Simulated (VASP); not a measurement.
A run of VASP 6.6.1 is set up as follows.

INCAR

```
PREC     = Accurate       # precision mode
ENCUT    = 520            # plane-wave cutoff, eV
EDIFF    = 1E-6           # SCF threshold, eV
ISMEAR   = 0              # smearing method
SIGMA    = 0.05           # smearing width, eV
LREAL    = False          # projectors in reciprocal space
LASPH    = True           # aspherical terms in the spheres
NELM     = 100            # most SCF steps
ALGO     = Normal         # electronic algorithm
ISIF     = 2              # what is computed and relaxed
LWAVE    = False          # write WAVECAR
LCHARG   = False          # write CHGCAR
GGA      = CA             # functional
NBANDS   = 41             # bands
```

KPOINTS

```
Automatic mesh
0
Gamma
  6 6 6
```

The input POSCAR:

```
AlGa3N4
1.0
    4.4860144446     -0.0675444570     -0.0675444570
   -0.0675444570      4.4860144446     -0.0675444570
   -0.0675444570     -0.0675444570      4.4860144446
Al Ga N
1 3 4
Direct
    0.0000000000      0.0000000000      0.0000000000
    0.5000000000      0.5000000000      0.0000000000
    0.5000000000      0.0000000000      0.5000000000
    0.0000000000      0.5000000000      0.5000000000
    0.7548078379      0.7548078379      0.2451921621
    0.7548078379      0.2451921621      0.7548078379
    0.2451921621      0.7548078379      0.7548078379
    0.2451921621      0.2451921621      0.2451921621
```

Potentials or basis: VASP PAW LDA potentials, release 64 (Al, Ga_d, N).

Command:

```bash
$ cat potpaw_LDA.64/Al/POTCAR potpaw_LDA.64/Ga_d/POTCAR potpaw_LDA.64/N/POTCAR > POTCAR
$ mpirun -np 1 vasp_std > vasp.out
```

(1) What does it give for the band gap on the k mesh?

(2) What does it give for the largest force?

(3) Estimate the pressure.

Answers

(1) 2.14 eV, direct.

(2) 0.512 eV/Å.

(3) -5.9 GPa.
